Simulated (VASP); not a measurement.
# NaSrI3 (P4/mmm) in VASP: single point with HSE06

Aim: the single point of NaSrI3 with HSE06.

Program: VASP 6.6.1. These are calculated values, not measurements. Logs are shortened: lines on timing, memory, paths and dates and some standing lists are left out, and cuts for length are marked.

**1. The cell of the first run**

It takes space group P4/mmm (No. 123, tetragonal). Conventional cell: a = 6.398 Å, b = 6.398 Å, c = 6.654 Å, α = 90.00°, β = 90.00°, γ = 90.00°. Within 4.2 Å of Sr (site symmetry 4/mmm) lie 6 I at 3.20 to 3.33 Å. I (site symmetry mmm) has 2 Sr at 3.20 Å within 4.2 Å. I (site symmetry 4/mmm) has 2 Sr at 3.33 Å and 4 Na at 4.52 Å and 8 I at 4.62 Å within 4.7 Å.

**2. Single point, HSE06 (uniaxial x strain +4.0%)**

Input file POSCAR:

```
NaSrI3
1.0
    6.6535963080      0.0000000000      0.0000000000
    0.0000000000      6.3976887577      0.0000000000
    0.0000000000      0.0000000000      6.3976887577
Na Sr I
1 1 3
Direct
    0.0000000000      0.0000000000      0.0000000000
    0.5000000000      0.5000000000      0.5000000000
    0.5000000000      0.5000000000      0.0000000000
    0.5000000000      0.0000000000      0.5000000000
    0.0000000000      0.5000000000      0.5000000000
```

Input file INCAR.step1:

```
PREC = Accurate
ENCUT = 520
EDIFF = 1E-5
ISMEAR = 0
SIGMA = 0.01
LREAL = False
LASPH = True
NELM = 100
ALGO = Normal
ISIF = 2
LWAVE = True
LCHARG = False
NBANDS = 27
GGA = PE
```

Input file INCAR.step2:

```
PREC = Accurate
ENCUT = 520
EDIFF = 1E-6
ISMEAR = 0
SIGMA = 0.01
LREAL = False
LASPH = True
NELM = 100
ALGO = Normal
ISIF = 2
LWAVE = False
LCHARG = False
GGA = PE
LHFCALC = True
HFSCREEN = 0.2079
PRECFOCK = Fast
NBANDS = 27
ISTART = 1
```

Input file KPOINTS:

```
regular mesh
0
Gamma
  2 2 2
```

Potentials or basis: VASP PAW PBE potentials, release 64 (Na_pv, Sr_sv, I).

Launch:

```bash
cat potpaw_PBE.64/Na_pv/POTCAR potpaw_PBE.64/Sr_sv/POTCAR potpaw_PBE.64/I/POTCAR > POTCAR
cp INCAR.step1 INCAR
mpirun -np 1 vasp_std > vasp.out
cp INCAR.step2 INCAR
mpirun -np 1 vasp_std > vasp.out
```

OUTCAR:

```text
PREC = Accurate
   ENCUT = 520
   EDIFF = 1E-6
   ISMEAR = 0
   LREAL = False
   LASPH = True
   NELM = 100
   ISIF = 2
   GGA = PE
   LHFCALC = True
   HFSCREEN = 0.2079
   PRECFOCK = Fast
   ISTART = 1

 ion  position               nearest neighbor table
   1  0.000  0.000  0.000-
   2  0.500  0.500  0.500-   3 3.20   4 3.20   3 3.20   4 3.20   5 3.33   5 3.33
   3  0.500  0.500  0.000-   2 3.20   2 3.20
   4  0.500  0.000  0.500-   2 3.20   2 3.20
   5  0.000  0.500  0.500-   2 3.33   2 3.33

  LATTYP: Found a simple tetragonal cell.
 ALAT       =     6.3976887577
 C/A-ratio  =     1.0400000000

  Lattice vectors:

 A1 = (   0.0000000000,   6.3976887577,   0.0000000000)
 A2 = (   0.0000000000,   0.0000000000,   6.3976887577)
 A3 = (   6.6535963080,   0.0000000000,   0.0000000000)

Analysis of symmetry for initial positions (statically):
=====================================================================
 Subroutine PRICEL returns:
 Original cell was already a primitive cell.

 Routine SETGRP: Setting up the symmetry group for a
 simple tetragonal supercell.

 Subroutine GETGRP returns: Found 16 space group operations
 (whereof 16 operations were pure point group operations)
 out of a pool of 16 trial point group operations.

The static configuration has the point symmetry D_4h.

Analysis of symmetry for dynamics (positions and initial velocities):
=====================================================================
 Subroutine PRICEL returns:
 Original cell was already a primitive cell.

 Routine SETGRP: Setting up the symmetry group for a
 simple tetragonal supercell.

 Subroutine GETGRP returns: Found 16 space group operations
 (whereof 16 operations were pure point group operations)
 out of a pool of 16 trial point group operations.

The dynamic configuration has the point symmetry D_4h.

 Subroutine INISYM returns: Found 16 space group operations
 (whereof 16 operations are pure point group operations),
 and found     1 'primitive' translations

----------------------------------------------------------------------------------------

                                     Primitive cell

  volume of cell :     272.3345

  direct lattice vectors                    reciprocal lattice vectors
     6.653596308  0.000000000  0.000000000     0.150294661  0.000000000  0.000000000
     0.000000000  6.397688758  0.000000000     0.000000000  0.156306447  0.000000000
     0.000000000  0.000000000  6.397688758     0.000000000  0.000000000  0.156306447

  length of vectors
     6.653596308  6.397688758  6.397688758     0.150294661  0.156306447  0.156306447

  position of ions in fractional coordinates (direct lattice)
     0.000000000  0.000000000  0.000000000
     0.500000000  0.500000000  0.500000000
     0.500000000  0.500000000  0.000000000
     0.500000000  0.000000000  0.500000000
     0.000000000  0.500000000  0.500000000

  ion indices of the primitive-cell ions
   primitive index   ion index
                 1           1
                 2           2
                 3           3
                 4           4
                 5           5

----------------------------------------------------------------------------------------

 KPOINTS: regular mesh

Automatic generation of k-mesh.
 Grid dimensions read from file:
 generate k-points for:    2    2    2

 Generating k-lattice:

  Cartesian coordinates                     Fractional coordinates (reciprocal lattice)
     0.075147330  0.000000000  0.000000000     0.500000000  0.000000000  0.000000000
     0.000000000  0.078153224  0.000000000     0.000000000  0.500000000  0.000000000
     0.000000000  0.000000000  0.078153224     0.000000000  0.000000000  0.500000000

  Length of vectors
     0.075147330  0.078153224  0.078153224

  Shift w.r.t. Gamma in fractional coordinates (k-lattice)
     0.000000000  0.000000000  0.000000000

 Subroutine IBZKPT returns following result:
 ===========================================

 Found      6 irreducible k-points:

 Following reciprocal coordinates:
            Coordinates               Weight
  0.000000  0.000000  0.000000      1.000000
  0.500000  0.000000  0.000000      1.000000
  0.000000  0.500000  0.000000      2.000000
  0.500000  0.500000  0.000000      2.000000
  0.000000  0.500000  0.500000      1.000000
  0.500000  0.500000  0.500000      1.000000
   k-points           NKPTS =      6   k-points in BZ     NKDIM =      8   number of bands    NBANDS=     27
   number of dos      NEDOS =    301   number of ions     NIONS =      5
   total plane-waves  NPLWV = 115200
   dimension x,y,z NGX =    50 NGY =   48 NGZ =   48
   dimension x,y,z NGXF=   100 NGYF=   96 NGZF=   96
   ions per type =               1   1   3
   NGX,Y,Z   is equivalent  to a cutoff of  12.49, 12.47, 12.47 a.u.
   NGXF,Y,Z  is equivalent  to a cutoff of  24.99, 24.95, 24.95 a.u.
 SYSTEM =  unknown system
   PREC   = accura    normal or accurate (medium, high low for compatibility)
   ISTART =      1    job   : 0-new  1-cont  2-samecut
   ICHARG =      0    charge: 1-file 2-atom 10-const
   ISPIN  =      1    spin polarized calculation?
   LNONCOLLINEAR =      F non collinear calculations
   LSORBIT =      F    spin-orbit coupling
   LASPH  =      T    aspherical Exc in radial PAW
   ENCUT  =  520.0 eV  38.22 Ry    6.18 a.u.  12.37 11.90 11.90*2*pi/ulx,y,z
   NELM   =    100;   NELMIN=  2; NELMDL=  0     # of ELM steps
   EDIFF  = 0.1E-05   stopping-criterion for ELM
   LREAL  =      F    real-space projection
   EDIFFG = 0.1E-04   stopping-criterion for IOM
   NSW    =      0    number of steps for IOM
   IBRION =     -1    ionic relax: 0-MD 1-quasi-New 2-CG
   NFREE  =      0    steps in history (QN), initial steepest desc. (CG)
   ISIF   =      2    stress and relaxation
   ISYM   =      3    0-nonsym 1-usesym 2-fastsym
   POTIM  = 0.5000    time-step for ionic-motion
   TEBEG  =    0.0;   TEEND  =   0.0 temperature during run
   PSTRESS=    0.0 pullay stress
   NELECT =      38.0000    total number of electrons
   NUPDOWN=      -1.0000    fix difference up-down
   EMIN   =  10.00;   EMAX   =-10.00  energy-range for DOS
   EFERMI =   0.00;   METHOD = LEGACY
   ISMEAR =     0;   SIGMA  =   0.01  broadening in eV -4-tet -1-fermi 0-gaus
   EFERMI_NEDOS =   21; number of points for ismear=-14 and -15
   IALGO  =     38    algorithm
   IMIX   =      1    mixing-type and parameters
     AMIX     =   0.40;   BMIX     =  1.00
     AMIX_MAG =   1.60;   BMIX_MAG =  1.00
  volume/ion in A,a.u.               =      54.47       367.56
  Fermi-wavevector in a.u.,A,eV,Ry     =   0.849119  1.604602  9.809839  0.721003
  Thomas-Fermi vector in A             =   1.964890
   LORBIT       =      0    0 simple, 1 ext, 2 COOP (PROOUT), +10 PAW based schemes
   GGA     = PE    functional components
   LHFCALC =     T    Hartree Fock is set to
   PRECFOCK=fast      Normal, Fast or Accurate (Low or Medium for compatibility)
   ENCUT4O =  -1.0   cutoff for four orbital integrals eV
   NKREDX  =     1    reduce k-point grid by
   NKREDY  =     1    reduce k-point grid by
   NKREDZ  =     1    reduce k-point grid by
   AEXX    =    0.2500 exact exchange contribution
   HFSCREEN=    0.2079 screening length (either q_TF or 0.3 A-1)
   HFSCREENC=   0.2079 screening length for correlation (either q_TF or 0.3 A-1)
   ENCUTFOCK=  -1.0 apply spherical cutoff to Coloumb kernel
   IVDW    =     0    specifies the selected vdW correction
   LEPSILON=     F    determine dielectric tensor
   LRPA    =     F    only Hartree local field effects (RPA)
 non-spin polarized calculation
 Gauss-broadening in eV      SIGMA  =   0.01
  energy-cutoff  :      520.00
  volume of cell :      272.33
 maximum number of plane-waves:      7352
 NGX is ok and might be reduce to    50
  NGX = 28; NGY = 28; NGZ = 28

 number of electron      37.9999986 magnetization

 Free energy of the ion-electron system (eV)
  ---------------------------------------------------
  ext. energy  EPLUGINS =         0.00000000
  ---------------------------------------------------
  free energy    TOTEN  =       -16.39675037 eV

  energy without entropy =      -16.39675037  energy(sigma->0) =      -16.39675037

 E-fermi :  -0.9605     XC(G=0):  -5.4111

 val. band max:       -1.0618867606   @ k =   0.5000   0.5000   0.5000
 cond. band min:       2.2300525921   @ k =   0.0000   0.0000   0.0000
 fundamental gap:      3.2919393527
 Fermi energy:        -0.9605133339

 k-point     1 :       0.0000    0.0000    0.0000
  band No.  band energies     occupation
      1     -37.5919      2.00000
      2     -28.4918      2.00000
      3     -28.4909      2.00000
      4     -28.4909      2.00000
      5     -18.3648      2.00000
      6     -18.3648      2.00000
[... 19 lines left out ...]
     26       5.6333      0.00000
     27       5.7700      0.00000

 k-point     2 :       0.5000    0.0000    0.0000
  band No.  band energies     occupation
      1     -37.5920      2.00000
      2     -28.4918      2.00000
      3     -28.4909      2.00000
      4     -28.4909      2.00000
      5     -18.3644      2.00000
      6     -18.3644      2.00000
[... 19 lines left out ...]
     26       5.7660      0.00000
     27       6.3700      0.00000

 k-point     3 :       0.0000    0.5000    0.0000
  band No.  band energies     occupation
      1     -37.5920      2.00000
      2     -28.4918      2.00000
      3     -28.4909      2.00000
      4     -28.4909      2.00000
      5     -18.3935      2.00000
      6     -18.3640      2.00000
[... 19 lines left out ...]
     26       5.7198      0.00000
     27       6.2575      0.00000

 k-point     4 :       0.5000    0.5000    0.0000
  band No.  band energies     occupation
      1     -37.5920      2.00000
      2     -28.4918      2.00000
      3     -28.4909      2.00000
      4     -28.4909      2.00000
      5     -18.3931      2.00000
      6     -18.3636      2.00000
[... 19 lines left out ...]
     26       5.4953      0.00000
     27       6.2477      0.00000

 k-point     5 :       0.0000    0.5000    0.5000
  band No.  band energies     occupation
      1     -37.5920      2.00000
      2     -28.4918      2.00000
      3     -28.4909      2.00000
      4     -28.4909      2.00000
      5     -18.3928      2.00000
      6     -18.3928      2.00000
[... 19 lines left out ...]
     26       5.5428      0.00000
     27       6.3559      0.00000

 k-point     6 :       0.5000    0.5000    0.5000
  band No.  band energies     occupation
      1     -37.5921      2.00000
      2     -28.4918      2.00000
      3     -28.4909      2.00000
      4     -28.4909      2.00000
      5     -18.3924      2.00000
      6     -18.3924      2.00000
[... 19 lines left out ...]
     26       6.1952      0.00000
     27       6.4936      0.00000

------------------------ aborting loop because EDIFF is reached ----------------------------------------

  FORCE on cell =-STRESS in cart. coord.  units (eV):
  Direction    XX          YY          ZZ          XY          YZ          ZX
  --------------------------------------------------------------------------------------
  -------------------------------------------------------------------------------------
  Total       -1.5555335      0.0417963      0.0417963     -0.0000000      0.0000000      0.0000000
  in kB       -9.1513948      0.2458925      0.2458925     -0.0000000      0.0000000      0.0000000
  external PRESSURE =      -2.8865366 kB  Pullay stress =       0.0000000 kB

 VOLUME and BASIS-vectors are now :
 -----------------------------------------------------------------------------
  energy-cutoff  :      520.00
  volume of cell :      272.33
      direct lattice vectors                 reciprocal lattice vectors
     6.653596308  0.000000000  0.000000000     0.150294661  0.000000000  0.000000000
     0.000000000  6.397688758  0.000000000     0.000000000  0.156306447  0.000000000
     0.000000000  0.000000000  6.397688758     0.000000000  0.000000000  0.156306447

 POSITION                                       TOTAL-FORCE (eV/Angst)
 -----------------------------------------------------------------------------------
      0.00000      0.00000      0.00000         0.000000      0.000000      0.000000
      3.32680      3.19884      3.19884         0.000000      0.000000      0.000000
      3.32680      3.19884      0.00000         0.000000      0.000000      0.000000
      3.32680      0.00000      3.19884         0.000000      0.000000      0.000000
      0.00000      3.19884      3.19884         0.000000      0.000000      0.000000
 -----------------------------------------------------------------------------------
    total drift:                                0.000003      0.000000     -0.000000

  FREE ENERGIE OF THE ION-ELECTRON SYSTEM (eV)
  ---------------------------------------------------
  free  energy   TOTEN  =       -16.3967503718 eV

  energy  without entropy=      -16.3967503718  energy(sigma->0) =      -16.39675037
```

Wall time 6.5 min (1 thread of Intel Xeon Platinum 8259CL at 2.50GHz (Skylake/Cascade Lake), shared host); peak memory 0.47 GiB.

What came out:

* Free energy: -16.3968 eV
* Pressure: -0.3 GPa
* Band gap on the k mesh: 3.29 eV (least direct gap 3.62 eV)

Caveat: the k points lie up to 0.49 Å⁻¹ apart; the cell differs from its parent crystal (uniaxial x strain +4.0%); the PAW data sets were made with another functional, which shifts forces and pressure a little; spin-orbit coupling is left out, which moves the levels of the heavy elements. A k mesh can miss the band edges.
